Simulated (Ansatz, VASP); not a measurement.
## AlN: VASP beside Ansatz

Contents of INCAR:

```
ALGO     = Normal         # electronic algorithm
EDIFF    = 1E-6           # SCF threshold, eV
ENCUT    = 520            # plane-wave cutoff, eV
GGA      = PE             # functional
ISIF     = 2              # what is computed and relaxed
ISMEAR   = -1             # smearing method
LASPH    = T              # aspherical terms in the spheres
LCHARG   = F              # write CHGCAR
LREAL    = F              # projectors in reciprocal space
LWAVE    = F              # write WAVECAR
NBANDS   = 11             # bands
NELM     = 80             # most SCF steps
PREC     = Accurate       # precision mode
SIGMA    = 0.02           # smearing width, eV
```

The input KPOINTS:

```
k-points
0
Gamma
  10 10 10
```

Contents of POSCAR:

```
AlN
1.0
    0.0000000000      2.0188684521      1.9381137141
    2.0188684521      0.0000000000      1.9381137141
    2.0188684521      2.0188684521      0.0000000000
Al N
1 1
Direct
    0.0000000000      0.0000000000      0.0000000000
    0.5000000000      0.5000000000      0.5000000000
```

Input for Ansatz:

```yaml
crystal:
  lattice:
    - [0.0, 2.0188684521, 1.9381137141]
    - [2.0188684521, 0.0, 1.9381137141]
    - [2.0188684521, 2.0188684521, 0.0]
  atoms:
    - { symbol: Al, position: [0.0, 0.0, 0.0] }
    - { symbol: "N", position: [0.5, 0.5, 0.5] }
kpoints:
  mp_grid: { grid: [10, 10, 10] }
  band_path:
    path:
      - [0.0, 0.0, 0.0]
      - [0.5, 0.0, 0.5]
      - [0.625, 0.25, 0.625]
      - [0.375, 0.375, 0.75]
      - [0.5, 0.5, 0.5]
      - [0.5, 0.25, 0.75]
      - [0.5, 0.5, 0.0]
    npoints: 1
hamiltonian:
  xc: pbe
scf:
  occupations: { method: fermi_dirac, width: 0.02 }
  n_extra_bands: 4
output:
  forces: true
  stress: true
  eigenvalues: true
```

Change from the starting cell: uniaxial_z strain -4.0%.

Alike in both runs: task single point; functional PBE; k mesh 10 × 10 × 10; occupations fermi-dirac, width 0.02 eV; no spin polarisation.

|  | VASP | Ansatz |
| --- | --- | --- |
| version | VASP 6.6.1 | Ansatz 0.2.0 |
| potentials or method | VASP PAW PBE potentials, release 64 (Al, N) | plane waves, PAW |
| plane-wave cutoff (eV) | 520 | 420 |
| valence electrons in the cell | 8 | 8 |

```tsv
	VASP	Ansatz	Ansatz less VASP
gap on the k mesh at the Fermi level (eV)	4.72	4.75	+0.027
pressure (GPa)	19.3	19.6	+0.32
traceless stress, the component that is largest in VASP (GPa)	10.85	10.86	+0.010
```
